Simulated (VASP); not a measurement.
Set up this calculation in VASP 6.6.1, as the native input.

```
Task                   : single point
Functional             : r2SCAN
Potentials or basis    : VASP PAW PBE potentials, release 64 (B, N)
Cutoff                 : 520 eV
k mesh                 : 12 × 12 × 4
Occupations            : gaussian, width 0.01 eV
Spin                   : no spin polarisation
Dipole correction      : no
Further INCAR settings : ALGO = Normal; EDIFF = 1e-07; NBANDS = 16
```

The system is BN.

```
B N
1.0
     2.50021    0.00000    0.00000
    -1.25011    2.16525    0.00000
     0.00000    0.00000    6.50530
B N
2 2
Direct
  0.00000 0.00000 0.50000
  0.33333 0.66667 0.00000
  0.00000 0.00000 0.00000
  0.66667 0.33333 0.50000
```

One way to write it, as run:

POSCAR

```
BN
1.0
    2.5002145576      0.0000000000      0.0000000000
   -1.2501072788      2.1652493218      0.0000000000
    0.0000000000      0.0000000000      6.5052999340
B N
2 2
Direct
    0.0000000000      0.0000000000      0.5000000000
    0.3333333333      0.6666666667      0.0000000000
    0.0000000000      0.0000000000      0.0000000000
    0.6666666667      0.3333333333      0.5000000000
```

INCAR.step1

```
SYSTEM = BN
ALGO = Normal ; EDIFF = 1E-4
ENCUT = 520 ; GGA = PE
ISMEAR = 0 ; LASPH = .TRUE.
LCHARG = .FALSE. ; LREAL = .FALSE.
LWAVE = .TRUE. ; NBANDS = 16
NELM = 100 ; PREC = Accurate
SIGMA = 0.01
```

INCAR.step2

```
SYSTEM = BN
ALGO = Normal ; EDIFF = 1E-7
ENCUT = 520 ; ISIF = 2
ISMEAR = 0 ; ISTART = 1
LASPH = .TRUE. ; LCHARG = .FALSE.
LMIXTAU = .TRUE. ; LREAL = .FALSE.
LWAVE = .FALSE. ; METAGGA = R2SCAN
NBANDS = 16 ; NELM = 100
PREC = Accurate ; SIGMA = 0.01
```

KPOINTS

```
k-points
0
G
  12 12 4
  0 0 0
```

Potentials or basis: VASP PAW PBE potentials, release 64 (B, N).

The run is started by

```bash
$ cat potpaw_PBE.64/B/POTCAR potpaw_PBE.64/N/POTCAR > POTCAR
$ cp INCAR.step1 INCAR
$ mpirun -np 1 vasp_std > vasp.out
$ cp INCAR.step2 INCAR
$ mpirun -np 1 vasp_std > vasp.out
```

It gave:

```
Pressure               : 1.1 GPa
Band gap on the k mesh : 4.93 eV, indirect (least direct gap 5.14 eV)
```

Caveat: the PAW data sets were made with another functional, which shifts forces and pressure a little.

Wall time 94 s on 1 thread of Intel(R) Xeon(R) Platinum 8488C (Sapphire Rapids) (shared host), peak memory 0.16 GiB.
